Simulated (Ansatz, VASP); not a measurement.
## AlN: VASP beside Ansatz

INCAR

```
SYSTEM = AlN
PREC = Accurate ; ENCUT = 520
EDIFF = 1E-6 ; ISMEAR = 0
SIGMA = 0.01 ; LREAL = .FALSE.
LASPH = .TRUE. ; NELM = 100
ALGO = Normal ; ISIF = 2
LWAVE = .FALSE. ; LCHARG = .FALSE.
GGA = CA ; NBANDS = 16
```

KPOINTS

```
Automatic mesh
0
G
  9 9 6
  0 0 0
```

Contents of POSCAR:

```
AlN
1.0
    3.1135756528      0.0000000000      0.0000000000
   -1.5567878264      2.6964356119      0.0000000000
    0.0000000000      0.0000000000      4.9831268775
Al N
2 2
Direct
    0.3333333333      0.6666666667     -0.0088552473
    0.6666666667      0.3333333333      0.4911447527
    0.3333333333      0.6666666667      0.3908552473
    0.6666666667      0.3333333333      0.8908552473
```

Input for Ansatz:

```yaml
crystal:
  lattice:
    - [3.1135756528, 0.0, 0.0]
    - [-1.5567878264, 2.6964356119, 0.0]
    - [0.0, 0.0, 4.9831268775]
  atoms:
    - { symbol: Al, position: [0.3333333333, 0.6666666667, -0.0088552473] }
    - { symbol: Al, position: [0.6666666667, 0.3333333333, 0.4911447527] }
    - { symbol: "N", position: [0.3333333333, 0.6666666667, 0.3908552473] }
    - { symbol: "N", position: [0.6666666667, 0.3333333333, 0.8908552473] }
basis:
  ecutwfc: 420
  xc_grid: 2
kpoints:
  mp_grid: { grid: [9, 9, 6] }
hamiltonian:
  xc: lda
  pseudopotentials: { kind: paw, azcp: { folder: soft_1 } }
scf:
  occupations: { method: fixed }
output:
  forces: true
  stress: true
  eigenvalues: true
  polarization: {}
```

Change from the starting cell: polar distortion scaled by 0.85.

Alike in both runs: task single point; functional LDA; k mesh 9 × 9 × 6; no spin polarisation.

|  | VASP | Ansatz |
| --- | --- | --- |
| version | VASP 6.6.1 | Ansatz 0.2.0 |
| potentials or method | VASP PAW LDA potentials, release 64 (Al, N), cutoff 520 eV | scalar-relativistic, plane waves, PAW |
| occupations | gaussian, width 0.01 eV | fixed |
| valence electrons in the cell | 16 | 16 |

VASP gave:

- gap on the k mesh at the Fermi level (eV): 3.93
- least direct gap on the mesh (eV): 3.93
- pressure (GPa): -3.8
- traceless stress, the component that is largest in VASP (GPa): -6.21
- rms of the force components (eV/Å): 0.492

Problem. What did Ansatz give for the same quantities?

Solution. gap on the k mesh at the Fermi level (eV): 3.92; least direct gap on the mesh (eV): 3.92; pressure (GPa): -4.4; traceless stress, the component that is largest in VASP (GPa): -5.97; rms of the force components (eV/Å): 0.484.

Ansatz warns that its potentials were made for another functional, while VASP's fit it. LDA's correlation is that of Perdew and Zunger in VASP and of Perdew and Wang (1992) in Ansatz. Atom by atom the forces differ by 0.009 eV/Å (rms over components).
